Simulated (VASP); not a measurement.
# LiF (Fm-3m) in VASP: further runs, part 2 of 2

VASP 6.6.1. Earlier steps stand in the parts before.

## 3. Single point, PBE

This run uses another cell than the first one, of 8.41 Å³/atom, 1.064 times its volume.

The input, INCAR:

```
ALGO     = Normal         # electronic algorithm
EDIFF    = 1E-7           # SCF threshold, eV
ENCUT    = 520            # plane-wave cutoff, eV
GGA      = PE             # functional
ISIF     = 2              # what is computed and relaxed
ISMEAR   = 0              # smearing method
LASPH    = T              # aspherical terms in the spheres
LCHARG   = F              # write CHGCAR
LREAL    = F              # projectors in reciprocal space
LWAVE    = F              # write WAVECAR
NBANDS   = 12             # bands
NELM     = 60             # most SCF steps
PREC     = Accurate       # precision mode
SIGMA    = 0.01           # smearing width, eV
```

The input, KPOINTS:

```
k-points
0
Gamma
  8 8 8
```

The input, POSCAR:

```
LiF
1.0
    0.0000000000      2.0339387250      2.0339387250
    2.0339387250      0.0000000000      2.0339387250
    2.0339387250      2.0339387250      0.0000000000
Li F
1 1
Direct
    0.0000000000      0.0000000000      0.0000000000
    0.5000000000      0.5000000000      0.5000000000
```

Potentials or basis: VASP PAW PBE potentials, release 64 (Li_sv, F).

Run with:

```console
$ cat potpaw_PBE.64/Li_sv/POTCAR potpaw_PBE.64/F/POTCAR > POTCAR
$ mpirun -np 1 vasp_std > vasp.out
```

Run time: 14 s. Hardware: 1 thread of AMD EPYC 7R13, shared host; peak memory 0.1 GiB.

Results (log left out):

| Item | Value |
| --- | --- |
| Free energy | -9.6410 eV |
| Band gap on the k mesh | 8.83 eV, direct |

Levels at points of the mesh, in eV from the valence-band top:
| k point | band 1 | band 2 | band 3 | band 4 | band 5 | band 6 | band 7 | band 8 | band 9 | band 10 |
| --- | --- | --- | --- | --- | --- | --- | --- | --- | --- | --- |
| (0.00, 0.00, 0.00) | -40.99 | -19.89 | 0.00 | 0.00 | 0.00 | 8.83 | 23.58 | 23.58 | 23.58 | 24.03 |
| (0.50, 0.00, 0.00) | -40.94 | -19.48 | -2.43 | -0.22 | -0.22 | 10.62 | 16.39 | 18.66 | 18.66 | 29.83 |
| (0.50, 0.50, 0.00) | -40.92 | -19.24 | -2.88 | -0.95 | -0.95 | 14.54 | 16.33 | 17.09 | 19.89 | 19.89 |

Caveat: the cutoff is under 1.25 times the usual one of these potentials, so pressure, stress and relaxed cells hold a basis-set (Pulay) error. Expect the measured gap to be larger: semilocal functionals such as PBE lack the derivative discontinuity.

## 4. Single point, PBE (volume changed by -3%)

The input, INCAR:

```
PREC = Accurate
ENCUT = 520
EDIFF = 1E-6
ISMEAR = 0
SIGMA = 0.01
LREAL = False
LASPH = True
NELM = 60
ALGO = Normal
ISIF = 2
LWAVE = False
LCHARG = True
GGA = PE
LELF = True
LVHAR = True
NBANDS = 12
```

The input, KPOINTS:

```
regular mesh
0
Gamma
  8 8 8
```

The input, POSCAR:

```
LiF
1.0
    0.0000000000      2.0133924846      2.0133924846
    2.0133924846      0.0000000000      2.0133924846
    2.0133924846      2.0133924846      0.0000000000
Li F
1 1
Direct
    0.0000000000      0.0000000000      0.0000000000
    0.5000000000      0.5000000000      0.5000000000
```

Potentials or basis: VASP PAW PBE potentials, release 64 (Li_sv, F).

Run with:

```console
$ cat potpaw_PBE.64/Li_sv/POTCAR potpaw_PBE.64/F/POTCAR > POTCAR
$ mpirun -np 1 vasp_std > vasp.out
```

OUTCAR:

```text
PREC = Accurate
   ENCUT = 520
   EDIFF = 1E-6
   ISMEAR = 0
   LREAL = False
   LASPH = True
   NELM = 60
   ISIF = 2
   GGA = PE

 ion  position               nearest neighbor table
   1  0.000  0.000  0.000-   2 2.01   2 2.01   2 2.01   2 2.01   2 2.01   2 2.01
   2  0.500  0.500  0.500-   1 2.01   1 2.01   1 2.01   1 2.01   1 2.01   1 2.01

  LATTYP: Found a face centered cubic cell.
 ALAT       =     4.0267849692

  Lattice vectors:

 A1 = (   0.0000000000,   2.0133924846,   2.0133924846)
 A2 = (   2.0133924846,   0.0000000000,   2.0133924846)
[... 541 lines left out ...]
      9      18.1631      0.00000
     10      26.6085      0.00000
     11      27.7162      0.00000
     12      33.2445      0.00000

 [... further k-points ...]
[... 5 lines left out ...]
  --------------------------------------------------------------------------------------
  -------------------------------------------------------------------------------------
  Total        0.1756344      0.1756344      0.1756344      0.0000000      0.0000000      0.0000000
  in kB       17.2387177     17.2387177     17.2387177      0.0000000      0.0000000      0.0000000
  external PRESSURE =      17.2387177 kB  Pullay stress =       0.0000000 kB

 VOLUME and BASIS-vectors are now :
 -----------------------------------------------------------------------------
  energy-cutoff  :      520.00
  volume of cell :       16.32
      direct lattice vectors                 reciprocal lattice vectors
     0.000000000  2.013392485  2.013392485    -0.248337075  0.248337075  0.248337075
     2.013392485  0.000000000  2.013392485     0.248337075 -0.248337075  0.248337075
     2.013392485  2.013392485  0.000000000     0.248337075  0.248337075 -0.248337075

 POSITION                                       TOTAL-FORCE (eV/Angst)
 -----------------------------------------------------------------------------------
      0.00000      0.00000      0.00000        -0.000000     -0.000000      0.000000
      2.01339      2.01339      2.01339         0.000000      0.000000     -0.000000
 -----------------------------------------------------------------------------------
    total drift:                               -0.000000     -0.000000      0.000000

  FREE ENERGIE OF THE ION-ELECTRON SYSTEM (eV)
  ---------------------------------------------------
  free  energy   TOTEN  =        -9.6373967425 eV

  energy  without entropy=       -9.6373967425  energy(sigma->0) =       -9.63739674
```

OSZICAR:

```text
N       E                     dE             d eps       ncg     rms          rms(c)
DAV:   1     0.303107570802E+02    0.30311E+02   -0.54440E+03   736   0.843E+02
DAV:   2    -0.914362029216E+01   -0.39454E+02   -0.38582E+02   816   0.187E+02
DAV:   3    -0.101385425655E+02   -0.99492E+00   -0.99241E+00   924   0.258E+01
DAV:   4    -0.101479346778E+02   -0.93921E-02   -0.93914E-02   780   0.248E+00
DAV:   5    -0.101480451099E+02   -0.11043E-03   -0.11043E-03   920   0.201E-01    0.454E+00
DAV:   6    -0.962589344236E+01    0.52215E+00   -0.24910E+00   784   0.980E+00    0.139E+00
DAV:   7    -0.963048461065E+01   -0.45912E-02   -0.21047E-02   924   0.121E+00    0.861E-01
DAV:   8    -0.963730421638E+01   -0.68196E-02   -0.15221E-02   852   0.128E+00    0.114E-01
DAV:   9    -0.963731280737E+01   -0.85910E-05   -0.99245E-04   808   0.283E-01    0.434E-02
DAV:  10    -0.963739361598E+01   -0.80809E-04   -0.13561E-04   792   0.907E-02    0.159E-02
DAV:  11    -0.963739599378E+01   -0.23778E-05   -0.67758E-06   876   0.243E-02    0.211E-03
DAV:  12    -0.963739674247E+01   -0.74869E-06   -0.49121E-07   784   0.602E-03
   1 F= -.96373967E+01 E0= -.96373967E+01  d E =-.116214-145
```

It took 15 s on 1 thread of AMD EPYC 7R13, shared host; peak memory 0.1 GiB.

Results:

```yaml
Free_energy: -9.6374 eV
Band_gap_on_the_k_mesh: 9.10 eV, direct
```

Caveat: the cell differs from its parent crystal (volume changed by -3%); the cutoff is under 1.25 times the usual one of these potentials, so pressure, stress and relaxed cells hold a basis-set (Pulay) error. A k mesh can miss the band edges.

## 5. Single point, PBE (volume changed by +3%)

The input, INCAR:

```
ALGO     = Normal         # electronic algorithm
EDIFF    = 1E-6           # SCF threshold, eV
ENCUT    = 520            # plane-wave cutoff, eV
GGA      = PE             # functional
ISIF     = 2              # what is computed and relaxed
ISMEAR   = 0              # smearing method
LASPH    = T              # aspherical terms in the spheres
LCHARG   = F              # write CHGCAR
LREAL    = F              # projectors in reciprocal space
LWAVE    = F              # write WAVECAR
NBANDS   = 12             # bands
NELM     = 100            # most SCF steps
PREC     = Accurate       # precision mode
SIGMA    = 0.01           # smearing width, eV
```

The input, KPOINTS:

```
k-points
0
Gamma
  8 8 8
```

The input, POSCAR:

```
LiF
1.0
    0.0000000000      2.0540780419      2.0540780419
    2.0540780419      0.0000000000      2.0540780419
    2.0540780419      2.0540780419      0.0000000000
Li F
1 1
Direct
    0.0000000000      0.0000000000      0.0000000000
    0.5000000000      0.5000000000      0.5000000000
```

Run with:

```console
$ cat potpaw_PBE.64/Li_sv/POTCAR potpaw_PBE.64/F/POTCAR > POTCAR
$ mpirun -np 1 vasp_std > vasp.out
```

Wall time 14 s (1 thread of AMD EPYC 7R13, shared host); peak memory 0.1 GiB.

It converged, with:

* Free energy: -9.6380 eV
* Band gap on the k mesh: 8.58 eV, direct

Levels at points of the mesh, in eV from the valence-band top:
```tsv
k point	band 3	band 4	band 5	band 6	band 7	band 8
(0.00, 0.00, 0.00)	0.00	0.00	0.00	8.58	23.19	23.19
(0.50, 0.00, 0.00)	-2.34	-0.21	-0.21	10.47	16.05	18.42
(0.50, 0.50, 0.00)	-2.76	-0.91	-0.91	14.27	16.19	16.75
```

Caveat: the cell differs from its parent crystal (volume changed by +3%); the cutoff is under 1.25 times the usual one of these potentials, so pressure, stress and relaxed cells hold a basis-set (Pulay) error. A k mesh can miss the band edges.

## 6. Single point, PBE (volume changed by +6%)

The input, INCAR:

```
SYSTEM = LiF
  PREC = Accurate
  ENCUT = 520
  EDIFF = 1E-7
  ISMEAR = 0
  SIGMA = 0.01
  LREAL = .False.
  LASPH = .True.
  NELM = 80
  ALGO = Normal
  ISIF = 2
  LWAVE = .False.
  LCHARG = .True.
  GGA = PE
  LELF = .True.
  LVHAR = .True.
  NBANDS = 12
```

The input, KPOINTS:

```
regular mesh
0
Gamma
  8 8 8
  0 0 0
```

The input, POSCAR:

```
LiF
1.0
    0.0000000000      2.0738300040      2.0738300040
    2.0738300040      0.0000000000      2.0738300040
    2.0738300040      2.0738300040      0.0000000000
Li F
1 1
Direct
    0.0000000000      0.0000000000      0.0000000000
    0.5000000000      0.5000000000      0.5000000000
```

Potentials or basis: VASP PAW PBE potentials, release 64 (Li_sv, F).

Run with:

```console
$ cat potpaw_PBE.64/Li_sv/POTCAR potpaw_PBE.64/F/POTCAR > POTCAR
$ mpirun -np 1 vasp_std > vasp.out
```

It took 16 s on 1 thread of AMD EPYC 7R13, shared host; peak memory 0.1 GiB.

Results (log left out):

```
Free energy            : -9.6297 eV
Band gap on the k mesh : 8.35 eV, direct
```

Levels at points of the mesh, in eV from the valence-band top:
| k point | band 1 | band 2 | band 3 | band 4 | band 5 | band 6 | band 7 | band 8 | band 9 | band 10 |
| --- | --- | --- | --- | --- | --- | --- | --- | --- | --- | --- |
| (0.00, 0.00, 0.00) | -41.14 | -19.75 | 0.00 | 0.00 | 0.00 | 8.35 | 22.82 | 22.82 | 22.82 | 23.46 |
| (0.50, 0.00, 0.00) | -41.10 | -19.38 | -2.26 | -0.20 | -0.20 | 10.32 | 15.73 | 18.20 | 18.20 | 28.82 |
| (0.50, 0.50, 0.00) | -41.09 | -19.17 | -2.65 | -0.88 | -0.88 | 14.01 | 16.05 | 16.42 | 19.22 | 19.22 |

Caveat: the cell differs from its parent crystal (volume changed by +6%); the cutoff is under 1.25 times the usual one of these potentials, so pressure, stress and relaxed cells hold a basis-set (Pulay) error.

## 7. Summary

| cell | gap on the mesh (eV) |
| --- | --- |
| a = 2.818 Å, angles 60.0°, 2 atoms | 9.39 |
| a = 2.876 Å, angles 60.0°, 2 atoms | 8.83 |
| a = 2.847 Å, angles 60.0°, 2 atoms | 9.10 |
| a = 2.905 Å, angles 60.0°, 2 atoms | 8.58 |
| a = 2.933 Å, angles 60.0°, 2 atoms | 8.35 |

Alike in all rows: task single point; level PBE; potentials or basis VASP PAW PBE potentials, release 64 (Li_sv, F); no spin polarisation; k mesh 8 × 8 × 8; cutoff (eV) 520; smearing gaussian 0.01 eV.

Caveats: the cutoff is under 1.25 times the usual one of these potentials, so pressure, stress and relaxed cells hold a basis-set (Pulay) error.

Total energies depend on the potentials used, so only differences within one code and one set of settings carry meaning.
